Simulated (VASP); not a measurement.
# RbSbS3 (Pm-3m) in VASP: further runs

The runs below take RbSbS3 through single point, relaxation of cell and atoms, with PBE.

Program: VASP 6.6.1. These are calculated values, not measurements. Logs are shortened: lines on timing, memory, paths and dates and some standing lists are left out, and cuts for length are marked.

## (1) The cell of the first run

The structure is cubic, space group Pm-3m (No. 221). Conventional cell: a = 5.344 Å, b = 5.344 Å, c = 5.344 Å, α = 90.00°, β = 90.00°, γ = 90.00°. Rb (site symmetry m-3m) has 6 S at 2.67 Å within 3.5 Å. Sb (site symmetry m-3m) has 12 S at 3.78 Å and 8 Rb at 4.63 Å within 5.0 Å. S (site symmetry 4/mmm) has 2 Rb at 2.67 Å within 3.5 Å.

## (2) Single point, PBE

Contents of INCAR:

```
ALGO = Normal ; EDIFF = 1E-7
ENCUT = 520 ; GGA = PE
ISIF = 2 ; ISMEAR = 0
LASPH = T ; LCHARG = T
LELF = T ; LREAL = F
LVHAR = T ; LWAVE = F
NBANDS = 24 ; NELM = 100
PREC = Accurate ; SIGMA = 0.1
```

Contents of KPOINTS:

```
k-points
0
Gamma
  8 8 8
```

Contents of POSCAR:

```
RbSbS3
1.0
    5.3435402953      0.0000000000      0.0000000000
    0.0000000000      5.3435402953      0.0000000000
    0.0000000000      0.0000000000      5.3435402953
Rb Sb S
1 1 3
Direct
    0.5000000000      0.5000000000      0.5000000000
    0.0000000000      0.0000000000      0.0000000000
    0.0000000000      0.5000000000      0.5000000000
    0.5000000000      0.0000000000      0.5000000000
    0.5000000000      0.5000000000      0.0000000000
```

Potentials or basis: VASP PAW PBE potentials, release 64 (Rb_sv, Sb, S).

Command:

```
$ cat potpaw_PBE.64/Rb_sv/POTCAR potpaw_PBE.64/Sb/POTCAR potpaw_PBE.64/S/POTCAR > POTCAR
$ mpirun -np 1 vasp_std > vasp.out
```

OUTCAR:

```text
EDIFF = 1E-7
   ENCUT = 520
   GGA = PE
   ISIF = 2
   ISMEAR = 0
   LASPH = T
   LREAL = F
   NELM = 100
   PREC = Accurate

 ion  position               nearest neighbor table
   1  0.500  0.500  0.500-   3 2.67   4 2.67   5 2.67   5 2.67   4 2.67   3 2.67   2 4.63   2 4.63
                             2 4.63   2 4.63   2 4.63   2 4.63   2 4.63   2 4.63
   2  0.000  0.000  0.000-   1 4.63   1 4.63   1 4.63   1 4.63   1 4.63   1 4.63   1 4.63   1 4.63

   3  0.000  0.500  0.500-   1 2.67   1 2.67
   4  0.500  0.000  0.500-   1 2.67   1 2.67
   5  0.500  0.500  0.000-   1 2.67   1 2.67

  LATTYP: Found a simple cubic cell.
 ALAT       =     5.3435402953

  Lattice vectors:

 A1 = (   5.3435402953,   0.0000000000,   0.0000000000)
 A2 = (   0.0000000000,   5.3435402953,   0.0000000000)
 A3 = (   0.0000000000,   0.0000000000,   5.3435402953)

Analysis of symmetry for initial positions (statically):
=====================================================================
 Subroutine PRICEL returns:
 Original cell was already a primitive cell.

 Routine SETGRP: Setting up the symmetry group for a
 simple cubic supercell.

 Subroutine GETGRP returns: Found 48 space group operations
 (whereof 48 operations were pure point group operations)
 out of a pool of 48 trial point group operations.

The static configuration has the point symmetry O_h .

Analysis of symmetry for dynamics (positions and initial velocities):
=====================================================================
 Subroutine PRICEL returns:
 Original cell was already a primitive cell.

 Routine SETGRP: Setting up the symmetry group for a
 simple cubic supercell.

 Subroutine GETGRP returns: Found 48 space group operations
 (whereof 48 operations were pure point group operations)
 out of a pool of 48 trial point group operations.

The dynamic configuration has the point symmetry O_h .

 Subroutine INISYM returns: Found 48 space group operations
 (whereof 48 operations are pure point group operations),
 and found     1 'primitive' translations

----------------------------------------------------------------------------------------

                                     Primitive cell

  volume of cell :     152.5764

  direct lattice vectors                    reciprocal lattice vectors
     5.343540295  0.000000000  0.000000000     0.187141847  0.000000000  0.000000000
[... 94 lines left out ...]
   EDIFFG = 0.1E-05   stopping-criterion for IOM
   NSW    =      0    number of steps for IOM
   IBRION =     -1    ionic relax: 0-MD 1-quasi-New 2-CG
   NFREE  =      0    steps in history (QN), initial steepest desc. (CG)
   ISIF   =      2    stress and relaxation
   ISYM   =      2    0-nonsym 1-usesym 2-fastsym
   POTIM  = 0.5000    time-step for ionic-motion
   TEBEG  =    0.0;   TEEND  =   0.0 temperature during run
   PSTRESS=    0.0 pullay stress
   NELECT =      32.0000    total number of electrons
   NUPDOWN=      -1.0000    fix difference up-down
   EMIN   =  10.00;   EMAX   =-10.00  energy-range for DOS
   EFERMI =   0.00;   METHOD = LEGACY
   ISMEAR =     0;   SIGMA  =   0.10  broadening in eV -4-tet -1-fermi 0-gaus
   EFERMI_NEDOS =   21; number of points for ismear=-14 and -15
   IALGO  =     38    algorithm
   IMIX   =      4    mixing-type and parameters
     AMIX     =   0.40;   BMIX     =  1.00
     AMIX_MAG =   1.60;   BMIX_MAG =  1.00
  volume/ion in A,a.u.               =      30.52       205.93
  Fermi-wavevector in a.u.,A,eV,Ry     =   0.972663  1.838067 12.872109  0.946073
  Thomas-Fermi vector in A             =   2.102980
   LORBIT       =      0    0 simple, 1 ext, 2 COOP (PROOUT), +10 PAW based schemes
   GGA     = PE    functional components
   LHFCALC =     F    Hartree Fock is set to
   AEXX    =    0.0000 exact exchange contribution
   IVDW    =     0    specifies the selected vdW correction
   LEPSILON=     F    determine dielectric tensor
   LRPA    =     F    only Hartree local field effects (RPA)
 non-spin polarized calculation
 Gauss-broadening in eV      SIGMA  =   0.10
  energy-cutoff  :      520.00
  volume of cell :      152.58
 maximum number of plane-waves:      4130
 NGX is ok and might be reduce to    40
   NGX = 19   NGY = 19   NGZ = 19

 number of electron      32.0000002 magnetization

 Free energy of the ion-electron system (eV)
  ---------------------------------------------------
  ext. energy  EPLUGINS =         0.00000000
  ---------------------------------------------------
  free energy    TOTEN  =       -10.84166937 eV

  energy without entropy =      -10.80821073  energy(sigma->0) =      -10.82494005

 E-fermi :   1.7358     XC(G=0):  -8.4882

 val. band max:        1.7218565544   @ k =   0.5000   0.1250   0.1250
 cond. band min:       1.7451727771   @ k =   0.5000   0.3750   0.3750
 fundamental gap:      0.0233162227
 Fermi energy:         1.7358211490

 k-point     1 :       0.0000    0.0000    0.0000
  band No.  band energies     occupation
      1     -23.6514      2.00000
      2      -9.7819      2.00000
      3      -9.2833      2.00000
      4      -9.2833      2.00000
      5      -8.4243      2.00000
      6      -8.4243      2.00000
[... 637 lines left out ...]
     23       9.3510      0.00000
     24       9.4514      0.00000

 [... further k-points ...]

------------------------ aborting loop because EDIFF is reached ----------------------------------------

  FORCE on cell =-STRESS in cart. coord.  units (eV):
  Direction    XX          YY          ZZ          XY          YZ          ZX
  --------------------------------------------------------------------------------------
  -------------------------------------------------------------------------------------
  Total        0.0992419      0.0992419      0.0992419      0.0000000      0.0000000     -0.0000000
  in kB        1.0421211      1.0421211      1.0421211      0.0000000      0.0000000     -0.0000000
  external PRESSURE =       1.0421211 kB  Pullay stress =       0.0000000 kB

 VOLUME and BASIS-vectors are now :
 -----------------------------------------------------------------------------
  energy-cutoff  :      520.00
  volume of cell :      152.58
      direct lattice vectors                 reciprocal lattice vectors
     5.343540295  0.000000000  0.000000000     0.187141847  0.000000000  0.000000000
     0.000000000  5.343540295  0.000000000     0.000000000  0.187141847  0.000000000
     0.000000000  0.000000000  5.343540295     0.000000000  0.000000000  0.187141847

 POSITION                                       TOTAL-FORCE (eV/Angst)
 -----------------------------------------------------------------------------------
      2.67177      2.67177      2.67177         0.000000      0.000000      0.000000
      0.00000      0.00000      0.00000         0.000000      0.000000      0.000000
      0.00000      2.67177      2.67177         0.000000      0.000000      0.000000
      2.67177      0.00000      2.67177         0.000000      0.000000      0.000000
      2.67177      2.67177      0.00000         0.000000      0.000000      0.000000
 -----------------------------------------------------------------------------------
    total drift:                                0.000000     -0.000000     -0.000000

  FREE ENERGIE OF THE ION-ELECTRON SYSTEM (eV)
  ---------------------------------------------------
  free  energy   TOTEN  =       -10.8416693683 eV

  energy  without entropy=      -10.8082107339  energy(sigma->0) =      -10.82494005
```

OSZICAR:

```text
N       E                     dE             d eps       ncg     rms          rms(c)
DAV:   1     0.185715855759E+03    0.18572E+03   -0.12636E+04  1680   0.110E+03
DAV:   2     0.262573433674E+01   -0.18309E+03   -0.17134E+03  2328   0.201E+02
DAV:   3    -0.141073337327E+02   -0.16733E+02   -0.16533E+02  2344   0.652E+01
DAV:   4    -0.148425126926E+02   -0.73518E+00   -0.73447E+00  2744   0.109E+01
[... 10 lines left out ...]
DAV:  15    -0.108416864578E+02    0.17435E-04   -0.41784E-05  2208   0.348E-02    0.338E-02
DAV:  16    -0.108416747684E+02    0.11689E-04   -0.89788E-06  2272   0.138E-02    0.160E-02
DAV:  17    -0.108416704150E+02    0.43534E-05   -0.11196E-05  2120   0.123E-02    0.676E-03
DAV:  18    -0.108416694557E+02    0.95933E-06   -0.19162E-06  2056   0.569E-03    0.187E-03
DAV:  19    -0.108416693683E+02    0.87432E-07   -0.90715E-08  1672   0.143E-03
   1 F= -.10841669E+02 E0= -.10824940E+02  d E =-.334586E-01
```

Run time: 87 s. Hardware: 1 thread of Intel Xeon Platinum 8559C (Emerald Rapids), shared host; peak memory 0.29 GiB.

Results:

- Free energy: -10.8417 eV
- Pressure: 0.1 GPa
- Band gap on the k mesh: zero (band 16 reaches 2.28 eV, above the bottom of band 17 at 1.40 eV)

Levels at points of the mesh, in eV from the Fermi level:
| k point | band 13 | band 14 | band 15 | band 16 | band 17 | band 18 | band 19 | band 20 |
| --- | --- | --- | --- | --- | --- | --- | --- | --- |
| (0.00, 0.00, 0.00) | -0.69 | -0.69 | 0.54 | 0.54 | 0.54 | 1.22 | 1.22 | 1.22 |
| (0.50, 0.00, 0.00) | -1.00 | -0.97 | -0.93 | -0.36 | 0.51 | 0.51 | 0.67 | 0.67 |
| (0.50, 0.50, 0.00) | -1.51 | -1.24 | -1.24 | -0.27 | 0.06 | 0.41 | 1.01 | 1.01 |
| (0.50, 0.50, 0.50) | -1.50 | -1.50 | 0.08 | 0.08 | 0.08 | 1.22 | 1.22 | 1.22 |

Caveat: spin-orbit coupling is left out, which moves the levels of the heavy elements.

## (3) Relaxation of cell and atoms, PBE

This run uses another cell than the first one, of 31.13 Å³/atom, 1.020 times its volume.

Contents of INCAR:

```
SYSTEM = RbSbS3
PREC = Accurate
ENCUT = 600
EDIFF = 1E-6
ISMEAR = 0
SIGMA = 0.1
LREAL = .False.
LASPH = .True.
NELM = 80
ALGO = Normal
ISIF = 3
LWAVE = .False.
LCHARG = .False.
GGA = PE
IBRION = 2
NSW = 100
EDIFFG = -0.01
```

Contents of KPOINTS:

```
Automatic mesh
0
Gamma
  8 8 8
  0 0 0
```

Edit POSCAR of step 2 so:

```diff
@@ -2,5 +2,5 @@
 1.0
-    5.3435402953      0.0000000000      0.0000000000
-    0.0000000000      5.3435402953      0.0000000000
-    0.0000000000      0.0000000000      5.3435402953
+    5.3789615238      0.0000000000      0.0000000000
+    0.0000000000      5.3789615238      0.0000000000
+    0.0000000000      0.0000000000      5.3789615238
 Rb Sb S
```

Potentials or basis: VASP PAW PBE potentials, release 64 (Rb_sv, Sb, S).

Command:

```
$ cat potpaw_PBE.64/Rb_sv/POTCAR potpaw_PBE.64/Sb/POTCAR potpaw_PBE.64/S/POTCAR > POTCAR
$ mpirun -np 1 vasp_std > vasp.out
```

Wall time 3.2 min (1 thread of Intel Xeon Platinum 8559C (Emerald Rapids), shared host); peak memory 0.41 GiB.

The run converged. Its results:

```yaml
Free_energy: -10.8424 eV
Relaxed_volume: 30.71 Å³/atom
Relaxed_cell: a = 5.355 Å, b = 5.355 Å, c = 5.355 Å, α = 90.00°, β = 90.00°, γ = 90.00°
Space_group_after_relaxing_to_0.05_Å: Pm-3m (No. 221)
Energy_gained_by_relaxing: 0.3 meV/atom
Ionic_steps: 3
Pressure_after_relaxing: 0.0 GPa
Band_gap_on_the_k_mesh: zero (band 16 reaches 2.21 eV, above the bottom of band 17 at 1.35 eV)
```

Step by step:
```tsv
step	energy change (eV)	largest force (eV/Å)	pressure (GPa)	volume (Å³)
1	0.0000	0.0000	-0.25	155.63
2	-0.0012	0.0000	-0.12	154.56
3	-0.0016	0.0000	0.00	153.53
```

Final structure:
```
Rb Sb S
1.0
     5.35470    0.00000    0.00000
     0.00000    5.35470    0.00000
     0.00000    0.00000    5.35470
Rb Sb S
1 1 3
Direct
  0.50000 0.50000 0.50000
  0.00000 0.00000 0.00000
  0.00000 0.50000 0.50000
  0.50000 0.00000 0.50000
  0.50000 0.50000 0.00000
```

Levels at points of the mesh, in eV from the Fermi level:
| k point | band 14 | band 15 | band 16 | band 17 | band 18 | band 19 |
| --- | --- | --- | --- | --- | --- | --- |
| (0.00, 0.00, 0.00) | -0.68 | 0.53 | 0.53 | 0.53 | 1.21 | 1.21 |
| (0.50, 0.00, 0.00) | -0.96 | -0.93 | -0.36 | 0.50 | 0.50 | 0.66 |
| (0.50, 0.50, 0.00) | -1.22 | -1.22 | -0.26 | 0.07 | 0.40 | 1.00 |
| (0.50, 0.50, 0.50) | -1.48 | 0.08 | 0.08 | 0.08 | 1.21 | 1.21 |

Caveat: spin-orbit coupling is left out, which moves the levels of the heavy elements.
